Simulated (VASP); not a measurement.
Set up this calculation in VASP 6.6.1, as the native input.

```
Task                   : single point
Functional             : PBE
Potentials or basis    : VASP PAW PBE potentials, release 64 (Te, Mo_sv, S)
Cutoff                 : 520 eV
k mesh                 : 6 × 6 × 2
Occupations            : gaussian, width 0.1 eV
Spin                   : collinear spin, ferromagnetic start
Starting moments       : [0.0, 1.0, 0.0, 0.0, 0.0, 0.0] μB
Dipole correction      : no
Further INCAR settings : ALGO = Normal; EDIFF = 1e-06; NBANDS = 35
```

The structure of TeMoS4 lies in POSCAR:

```
TeMoS4
1.0
    4.8120317000      0.0000000000      0.0000000000
   -2.4060158500      4.1673416900      0.0000000000
    0.0000000000      0.0000000000      8.3048755400
Te Mo S
1 1 4
Direct
    0.0000000000      0.0000000000      0.5000000000
    0.0000000000      0.0000000000      0.0000000000
    0.0000000000      0.0000000000      0.2335509100
    0.0000000000      0.0000000000      0.7664490900
    0.3333333300      0.6666666700      0.0000000000
    0.6666666700      0.3333333300      0.0000000000
```

These files were run (other wordings do the same):

INCAR

```
PREC = Accurate
ENCUT = 520
EDIFF = 1E-6
ISMEAR = 0
SIGMA = 0.1
LREAL = F
LASPH = T
NELM = 150
ALGO = Normal
ISIF = 2
LWAVE = F
LCHARG = T
ISPIN = 2
MAGMOM = 0 1 0 0 0 0
LORBIT = 11
LMAXMIX = 4
GGA = PE
LELF = T
LVHAR = T
NBANDS = 35
```

KPOINTS

```
Automatic mesh
0
Gamma
  6 6 2
```

Potentials or basis: VASP PAW PBE potentials, release 64 (Te, Mo_sv, S).

The run is started by

```console
$ cat potpaw_PBE.64/Te/POTCAR potpaw_PBE.64/Mo_sv/POTCAR potpaw_PBE.64/S/POTCAR > POTCAR
$ mpirun -np 1 vasp_std > vasp.out
```

Results of the run:

| Item | Value |
| --- | --- |
| Pressure | 14.6 GPa |
| Largest force | 4.968 eV/Å |
| Net moment | 0.55 μB per cell |
| Site moments | Te +0.07; Mo +0.02; S +0.12, +0.05 μB |
| Valence electrons inside the program's atomic spheres | Te 3.47; Mo 12.87; S 3.85, 3.58 |

Caveat: the k points lie up to 0.38 Å⁻¹ apart; forces of over 1 eV/Å act on the atoms, so gaps and moduli don't describe the material at rest.

It took 110 s on 1 thread of Intel(R) Xeon(R) 6975P-C (Granite Rapids), on a shared host, peak memory 0.41 GiB.
